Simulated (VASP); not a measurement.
# AlN (P6_3mc) in VASP: notebook

AlN is run at these levels: PBE, PBE+D4; tasks: single point.

Program: VASP 6.6.1. These are calculated values, not measurements. Logs are shortened: lines on timing, memory, paths and dates and some standing lists are left out, and cuts for length are marked.

**Experimental background.**

From “Self-assembly of well-separated AlN nanowires directly on sputtered metallic TiN films”, 2019, arxiv:1910.07391, for a bulk crystal of AlN at 10 K: band gap 6.034 eV (an exciton energy, a little under the gap).

“Structural and optical properties of self-assembled AlN nanowires grown on SiO2/Si substrates by molecular beam epitaxy”, 2024, arxiv:2402.00216 quotes, for a bulk crystal of AlN at 0 K: band gap 6.0343 eV (an exciton energy, a little under the gap).

The runs below are set against these values where they give the same quantity.

## (1) The cell of the first run

It takes space group P6_3mc (No. 186, hexagonal). Conventional cell: a = 3.130 Å, b = 3.130 Å, c = 5.018 Å, α = 90.00°, β = 90.00°, γ = 120.00°. Within 2.5 Å of Al (site symmetry 3m) lie 4 N at 1.90 to 1.91 Å. N (site symmetry 3m) has 4 Al at 1.90 to 1.91 Å within 2.5 Å.

## (2) Single point, PBE

INCAR reads:

```
PREC     = Accurate       # precision mode
ENCUT    = 520            # plane-wave cutoff, eV
EDIFF    = 1E-6           # SCF threshold, eV
ISMEAR   = 0              # smearing method
SIGMA    = 0.05           # smearing width, eV
LREAL    = False          # projectors in reciprocal space
LASPH    = True           # aspherical terms in the spheres
NELM     = 60             # most SCF steps
ALGO     = Normal         # electronic algorithm
ISIF     = 2              # what is computed and relaxed
LWAVE    = False          # write WAVECAR
LCHARG   = False          # write CHGCAR
GGA      = PE             # functional
NBANDS   = 16             # bands
```

KPOINTS reads:

```
Automatic mesh
0
Gamma
  12 12 8
```

POSCAR reads:

```
AlN
1.0
    3.1302304919      0.0000000000      0.0000000000
   -1.5651152459      2.7108591257      0.0000000000
    0.0000000000      0.0000000000      5.0180689062
Al N
2 2
Direct
    0.3333333333      0.6666666667      0.0017302439
    0.6666666667      0.3333333333      0.5017302439
    0.3333333333      0.6666666667      0.3832697561
    0.6666666667      0.3333333333      0.8832697561
```

Potentials or basis: VASP PAW PBE potentials, release 64 (Al, N).

Run with:

```sh
> cat potpaw_PBE.64/Al/POTCAR potpaw_PBE.64/N/POTCAR > POTCAR
> mpirun -np 1 vasp_std > vasp.out
```

OUTCAR:

```text
PREC = Accurate
   ENCUT = 520
   EDIFF = 1E-6
   ISMEAR = 0
   LREAL = False
   LASPH = True
   NELM = 60
   ISIF = 2
   GGA = PE

 ion  position               nearest neighbor table
   1  0.333  0.667  0.002-   4 1.90   4 1.90   4 1.90   3 1.91   2 3.09   2 3.09   2 3.09   2 3.09
                             2 3.09   2 3.09
   2  0.667  0.333  0.502-   3 1.90   3 1.90   3 1.90   4 1.91   1 3.09   1 3.09   1 3.09   1 3.09
                             1 3.09   1 3.09
   3  0.333  0.667  0.383-   2 1.90   2 1.90   2 1.90   1 1.91
   4  0.667  0.333  0.883-   1 1.90   1 1.90   1 1.90   2 1.91

  LATTYP: Found a hexagonal cell.
 ALAT       =     3.1302304919
 C/A-ratio  =     1.6030988514

  Lattice vectors:

 A1 = (   3.1302304919,   0.0000000000,   0.0000000000)
 A2 = (  -1.5651152459,   2.7108591257,   0.0000000000)
 A3 = (   0.0000000000,   0.0000000000,   5.0180689062)

Analysis of symmetry for initial positions (statically):
=====================================================================
 Subroutine PRICEL returns:
 Original cell was already a primitive cell.

 Routine SETGRP: Setting up the symmetry group for a
 hexagonal supercell.

 Subroutine GETGRP returns: Found 12 space group operations
 (whereof  6 operations were pure point group operations)
 out of a pool of 24 trial point group operations.

The static configuration has the point symmetry C_3v.
 The point group associated with its full space group is C_6v.

Analysis of symmetry for dynamics (positions and initial velocities):
=====================================================================
 Subroutine PRICEL returns:
 Original cell was already a primitive cell.

 Routine SETGRP: Setting up the symmetry group for a
 hexagonal supercell.

 Subroutine GETGRP returns: Found 12 space group operations
 (whereof  6 operations were pure point group operations)
 out of a pool of 24 trial point group operations.

The dynamic configuration has the point symmetry C_3v.
 The point group associated with its full space group is C_6v.

 Subroutine INISYM returns: Found 12 space group operations
 (whereof  6 operations are pure point group operations),
 and found     1 'primitive' translations

----------------------------------------------------------------------------------------

                                     Primitive cell

  volume of cell :      42.5814

  direct lattice vectors                    reciprocal lattice vectors
     3.130230492  0.000000000  0.000000000     0.319465293  0.184443373  0.000000000
    -1.565115246  2.710859126  0.000000000     0.000000000  0.368886745  0.000000000
     0.000000000  0.000000000  5.018068906     0.000000000  0.000000000  0.199279846

  length of vectors
     3.130230492  3.130230492  5.018068906     0.368886745  0.368886745  0.199279846

  position of ions in fractional coordinates (direct lattice)
     0.333333333  0.666666667  0.001730244
     0.666666667  0.333333333  0.501730244
     0.333333333  0.666666667  0.383269756
     0.666666667  0.333333333  0.883269756

  ion indices of the primitive-cell ions
   primitive index   ion index
                 1           1
                 2           2
                 3           3
                 4           4

----------------------------------------------------------------------------------------

 KPOINTS: Automatic mesh

Automatic generation of k-mesh.
 Grid dimensions read from file:
 generate k-points for:   12   12    8

 Generating k-lattice:

  Cartesian coordinates                     Fractional coordinates (reciprocal lattice)
     0.026622108  0.015370281  0.000000000     0.083333333 -0.000000000  0.000000000
     0.000000000  0.030740562  0.000000000     0.000000000  0.083333333  0.000000000
     0.000000000  0.000000000  0.024909981     0.000000000  0.000000000  0.125000000

  Length of vectors
     0.030740562  0.030740562  0.024909981

  Shift w.r.t. Gamma in fractional coordinates (k-lattice)
     0.000000000  0.000000000  0.000000000

 Subroutine IBZKPT returns following result:
 ===========================================

 Found     95 irreducible k-points:

 Following reciprocal coordinates:
            Coordinates               Weight
  0.000000  0.000000  0.000000      1.000000
  0.083333  0.000000  0.000000      6.000000
  0.166667 -0.000000  0.000000      6.000000
  0.250000  0.000000  0.000000      6.000000
  0.333333 -0.000000  0.000000      6.000000
  0.416667  0.000000  0.000000      6.000000
[... 16 lines left out ...]
  0.250000  0.000000  0.125000     12.000000
  0.333333 -0.000000  0.125000     12.000000
 [... further k-points ...]
   k-points           NKPTS =     95   k-points in BZ     NKDIM =     95   number of bands    NBANDS=     16
   number of dos      NEDOS =    301   number of ions     NIONS =      4
   total plane-waves  NPLWV =  23040
   dimension x,y,z NGX =    24 NGY =   24 NGZ =   40
   dimension x,y,z NGXF=    48 NGYF=   48 NGZF=   80
   ions per type =               2   2
   NGX,Y,Z   is equivalent  to a cutoff of  12.75, 12.75, 13.25 a.u.
   NGXF,Y,Z  is equivalent  to a cutoff of  25.49, 25.49, 26.50 a.u.
 SYSTEM =  unknown system
   PREC   = accura    normal or accurate (medium, high low for compatibility)
   ISTART =      0    job   : 0-new  1-cont  2-samecut
   ICHARG =      2    charge: 1-file 2-atom 10-const
   ISPIN  =      1    spin polarized calculation?
   LNONCOLLINEAR =      F non collinear calculations
   LSORBIT =      F    spin-orbit coupling
   LASPH  =      T    aspherical Exc in radial PAW
   ENCUT  =  520.0 eV  38.22 Ry    6.18 a.u.   5.82  5.82  9.33*2*pi/ulx,y,z
   NELM   =     60;   NELMIN=  2; NELMDL= -5     # of ELM steps
   EDIFF  = 0.1E-05   stopping-criterion for ELM
   LREAL  =      F    real-space projection
   EDIFFG = 0.1E-04   stopping-criterion for IOM
   NSW    =      0    number of steps for IOM
   IBRION =     -1    ionic relax: 0-MD 1-quasi-New 2-CG
   NFREE  =      0    steps in history (QN), initial steepest desc. (CG)
   ISIF   =      2    stress and relaxation
   ISYM   =      2    0-nonsym 1-usesym 2-fastsym
   POTIM  = 0.5000    time-step for ionic-motion
   TEBEG  =    0.0;   TEEND  =   0.0 temperature during run
   PSTRESS=    0.0 pullay stress
   NELECT =      16.0000    total number of electrons
   NUPDOWN=      -1.0000    fix difference up-down
   EMIN   =  10.00;   EMAX   =-10.00  energy-range for DOS
   EFERMI =   0.00;   METHOD = LEGACY
   ISMEAR =     0;   SIGMA  =   0.05  broadening in eV -4-tet -1-fermi 0-gaus
   EFERMI_NEDOS =   21; number of points for ismear=-14 and -15
   IALGO  =     38    algorithm
   IMIX   =      4    mixing-type and parameters
     AMIX     =   0.40;   BMIX     =  1.00
     AMIX_MAG =   1.60;   BMIX_MAG =  1.00
  volume/ion in A,a.u.               =      10.65        71.84
  Fermi-wavevector in a.u.,A,eV,Ry     =   1.181340  2.232409 18.987800  1.395564
  Thomas-Fermi vector in A             =   2.317615
   LORBIT       =      0    0 simple, 1 ext, 2 COOP (PROOUT), +10 PAW based schemes
   GGA     = PE    functional components
   LHFCALC =     F    Hartree Fock is set to
   AEXX    =    0.0000 exact exchange contribution
   IVDW    =     0    specifies the selected vdW correction
   LEPSILON=     F    determine dielectric tensor
   LRPA    =     F    only Hartree local field effects (RPA)
 non-spin polarized calculation
 Gauss-broadening in eV      SIGMA  =   0.05
  energy-cutoff  :      520.00
  volume of cell :       42.58
 maximum number of plane-waves:      1170
 NGX is ok and might be reduce to    24
   NGX = 11   NGY = 11   NGZ = 19

 number of electron      15.9999998 magnetization

 Free energy of the ion-electron system (eV)
  ---------------------------------------------------
  ext. energy  EPLUGINS =         0.00000000
  ---------------------------------------------------
  free energy    TOTEN  =       -29.78050808 eV

  energy without entropy =      -29.78050808  energy(sigma->0) =      -29.78050808

 E-fermi :   6.2475     XC(G=0): -10.8268

 val. band max:        5.9640099873   @ k =   0.0000   0.0000   0.0000
 cond. band min:      10.0071767941   @ k =   0.0000   0.0000   0.0000
 fundamental gap:      4.0431668068
 Fermi energy:         6.2474524218

 k-point     1 :       0.0000    0.0000    0.0000
  band No.  band energies     occupation
      1      -9.1033      2.00000
      2      -7.0207      2.00000
      3       0.0587      2.00000
      4       5.1188      2.00000
      5       5.1188      2.00000
      6       5.7613      2.00000
[... 8 lines left out ...]
     15      18.9293      0.00000
     16      18.9293      0.00000

 k-point     2 :       0.0833    0.0000    0.0000
  band No.  band energies     occupation
      1      -9.0166      2.00000
      2      -6.9716      2.00000
      3       0.1625      2.00000
      4       4.7103      2.00000
      5       5.0041      2.00000
      6       5.3461      2.00000
[... 8 lines left out ...]
     15      18.9472      0.00000
     16      19.0070      0.00000

 k-point     3 :       0.1667   -0.0000    0.0000
  band No.  band energies     occupation
      1      -8.7644      2.00000
      2      -6.8376      2.00000
      3       0.4686      2.00000
      4       3.7154      2.00000
      5       4.4744      2.00000
      6       4.7339      2.00000
[... 8 lines left out ...]
     15      18.1894      0.00000
     16      18.6480      0.00000

 k-point     4 :       0.2500    0.0000    0.0000
  band No.  band energies     occupation
      1      -8.3719      2.00000
      2      -6.6602      2.00000
      3       0.9583      2.00000
      4       2.5577      2.00000
      5       3.5214      2.00000
      6       4.4230      2.00000
[... 8 lines left out ...]
     15      17.8723      0.00000
     16      19.1086      0.00000
[... 324 lines left out ...]
 k-point    22 :       0.1667   -0.0000    0.1250
  band No.  band energies     occupation
      1      -8.7085      2.00000
      2      -6.9397      2.00000
      3       0.6358      2.00000
      4       3.7571      2.00000
      5       4.3381      2.00000
      6       4.7657      2.00000
[... 8 lines left out ...]
     15      18.2855      0.00000
     16      18.7368      0.00000

 k-point    23 :       0.2500    0.0000    0.1250
  band No.  band energies     occupation
      1      -8.3201      2.00000
      2      -6.7454      2.00000
      3       1.0383      2.00000
      4       2.6568      2.00000
      5       3.4107      2.00000
      6       4.4599      2.00000
[... 8 lines left out ...]
     15      18.0854      0.00000
     16      19.1487      0.00000

 k-point    24 :       0.3333   -0.0000    0.1250
  band No.  band energies     occupation
      1      -7.8464      2.00000
      2      -6.5741      2.00000
      3       1.2006      2.00000
      4       2.0051      2.00000
      5       2.6241      2.00000
      6       4.1930      2.00000
[... 8 lines left out ...]
     15      18.1392      0.00000
     16      20.1282      0.00000

 [... further k-points ...]

------------------------ aborting loop because EDIFF is reached ----------------------------------------

  FORCE on cell =-STRESS in cart. coord.  units (eV):
  Direction    XX          YY          ZZ          XY          YZ          ZX
  --------------------------------------------------------------------------------------
  -------------------------------------------------------------------------------------
  Total       -0.0731245     -0.0731245     -0.0576812     -0.0000000      0.0000000      0.0000000
  in kB       -2.7514004     -2.7514004     -2.1703253     -0.0000000      0.0000000      0.0000000
  external PRESSURE =      -2.5577087 kB  Pullay stress =       0.0000000 kB

 VOLUME and BASIS-vectors are now :
 -----------------------------------------------------------------------------
  energy-cutoff  :      520.00
  volume of cell :       42.58
      direct lattice vectors                 reciprocal lattice vectors
     3.130230492  0.000000000  0.000000000     0.319465293  0.184443373  0.000000000
    -1.565115246  2.710859126  0.000000000     0.000000000  0.368886745  0.000000000
     0.000000000  0.000000000  5.018068906     0.000000000  0.000000000  0.199279846

 POSITION                                       TOTAL-FORCE (eV/Angst)
 -----------------------------------------------------------------------------------
     -0.00000      1.80724      0.00868        -0.000000      0.000000      0.000700
      1.56512      0.90362      2.51772         0.000000     -0.000000      0.000700
     -0.00000      1.80724      1.92327        -0.000000      0.000000     -0.000700
      1.56512      0.90362      4.43231         0.000000     -0.000000     -0.000700
 -----------------------------------------------------------------------------------
    total drift:                               -0.000000      0.000000      0.000626

  FREE ENERGIE OF THE ION-ELECTRON SYSTEM (eV)
  ---------------------------------------------------
  free  energy   TOTEN  =       -29.7805080780 eV

  energy  without entropy=      -29.7805080780  energy(sigma->0) =      -29.78050808
```

Wall time 67 s (1 thread of Intel Xeon 8259CL, shared host); peak memory 0.19 GiB.

What came out:

```yaml
Free_energy: -29.7805 eV
Pressure: -0.3 GPa
Band_gap_on_the_k_mesh: 4.04 eV
```

## (3) Single point, PBE+D4

INCAR reads:

```
  ALGO = Normal
  EDIFF = 1E-6
  ENCUT = 520
  GGA = PE
  ISIF = 2
  ISMEAR = 0
  IVDW = 13
  LASPH = True
  LCHARG = False
  LREAL = False
  LWAVE = False
  NBANDS = 16
  NELM = 100
  PREC = Accurate
  SIGMA = 0.05
```

KPOINTS reads:

```
k-points
0
Gamma
  12 12 8
```

POSCAR is that of step 2.

Potentials or basis: VASP PAW PBE potentials, release 64 (Al, N).

Run with:

```sh
> cat potpaw_PBE.64/Al/POTCAR potpaw_PBE.64/N/POTCAR > POTCAR
> mpirun -np 1 vasp_std > vasp.out
```

It took 67 s on 1 thread of Intel Xeon 8259CL, shared host; peak memory 0.19 GiB.

It converged, with:

- Free energy: -30.9837 eV
- Pressure: -4.8 GPa
- Band gap on the k mesh: 4.04 eV
- Dispersion energy per atom: -0.301 eV

Stress tensor (GPa, compression positive):
```
-4.81  0.00  0.00
 0.00 -4.81  0.00
 0.00  0.00 -4.68
```

Levels at points of the mesh, in eV from the valence-band top:
```
           k point  band 4  band 5  band 6  band 7  band 8  band 9  band 10  band 11  band 12  band 13
(0.00, 0.00, 0.00)   -0.85   -0.85   -0.20   -0.20    0.00    4.04     6.51    10.46    11.03    11.03
(0.50, 0.00, 0.00)   -4.12   -3.29   -2.05   -1.74   -0.68    5.76     5.76     8.02    10.14    10.81
(0.00, 0.00, 0.50)   -3.30   -0.53   -0.53   -0.53   -0.53    6.31     6.31    10.16    10.16    11.34
(0.50, 0.00, 0.50)   -5.52   -1.44   -1.44   -1.35   -1.35    5.25     5.25     9.14     9.14    11.60
```

Caveat: the cell stands under tension.

## (4) Single point, PBE

INCAR reads:

```
SYSTEM = AlN
ALGO     = Normal         ! electronic algorithm
EDIFF    = 1E-7           ! SCF threshold, eV
ENCUT    = 520            ! plane-wave cutoff, eV
GGA      = PE             ! functional
ISIF     = 2              ! what is computed and relaxed
ISMEAR   = 1              ! smearing method
LASPH    = .True.         ! aspherical terms in the spheres
LCHARG   = .False.        ! write CHGCAR
LREAL    = .False.        ! projectors in reciprocal space
LWAVE    = .False.        ! write WAVECAR
NBANDS   = 16             ! bands
NELM     = 60             ! most SCF steps
PREC     = Accurate       ! precision mode
SIGMA    = 0.001          ! smearing width, eV
```

KPOINTS reads:

```
k-points
0
Gamma
  12 12 8
  0 0 0
```

POSCAR is that of step 3.

Run with:

```sh
> cat potpaw_PBE.64/Al/POTCAR potpaw_PBE.64/N/POTCAR > POTCAR
> mpirun -np 1 vasp_std > vasp.out
```

It took 74 s on 1 thread of Intel Xeon 8259CL, shared host; peak memory 0.19 GiB.

Results (log left out):

```
Free energy            : -29.7805 eV
Pressure               : -0.3 GPa
Band gap on the k mesh : 4.04 eV
```

Levels at points of the mesh, in eV from the valence-band top:
```
           k point  band 4  band 5  band 6  band 7  band 8  band 9  band 10  band 11  band 12  band 13
(0.00, 0.00, 0.00)   -0.85   -0.85   -0.20   -0.20    0.00    4.04     6.51    10.46    11.03    11.03
(0.50, 0.00, 0.00)   -4.12   -3.29   -2.05   -1.74   -0.68    5.76     5.76     8.02    10.14    10.81
(0.00, 0.00, 0.50)   -3.30   -0.53   -0.53   -0.53   -0.53    6.31     6.31    10.16    10.16    11.34
(0.50, 0.00, 0.50)   -5.52   -1.44   -1.44   -1.35   -1.35    5.24     5.24     9.14     9.14    11.60
```

## (5) Single point, PBE

INCAR reads:

```
SYSTEM = AlN
ALGO = Normal
EDIFF = 1E-6
ENCUT = 520
GGA = PE
ISIF = 2
ISMEAR = -5
LASPH = .True.
LCHARG = .False.
LREAL = .False.
LWAVE = .False.
NBANDS = 16
NELM = 80
PREC = Accurate
SIGMA = 0.1
```

KPOINTS is that of step 4.

POSCAR is that of step 4.

Run with:

```sh
> cat potpaw_PBE.64/Al/POTCAR potpaw_PBE.64/N/POTCAR > POTCAR
> mpirun -np 1 vasp_std > vasp.out
```

It took 67 s on 1 thread of Intel Xeon 8259CL, shared host; peak memory 0.19 GiB.

The run converged. Its results:

```
Free energy            : -29.7805 eV
Pressure               : -0.3 GPa
Band gap on the k mesh : 4.04 eV
```

Levels at points of the mesh, in eV from the valence-band top:
| k point | band 6 | band 7 | band 8 | band 9 | band 10 | band 11 |
| --- | --- | --- | --- | --- | --- | --- |
| (0.00, 0.00, 0.00) | -0.20 | -0.20 | 0.00 | 4.04 | 6.51 | 10.46 |
| (0.50, 0.00, 0.00) | -2.05 | -1.74 | -0.68 | 5.76 | 5.76 | 8.02 |
| (0.00, 0.00, 0.50) | -0.53 | -0.53 | -0.53 | 6.31 | 6.31 | 10.16 |
| (0.50, 0.00, 0.50) | -1.44 | -1.35 | -1.35 | 5.25 | 5.25 | 9.14 |

(Part 1 of 2 ends here.)
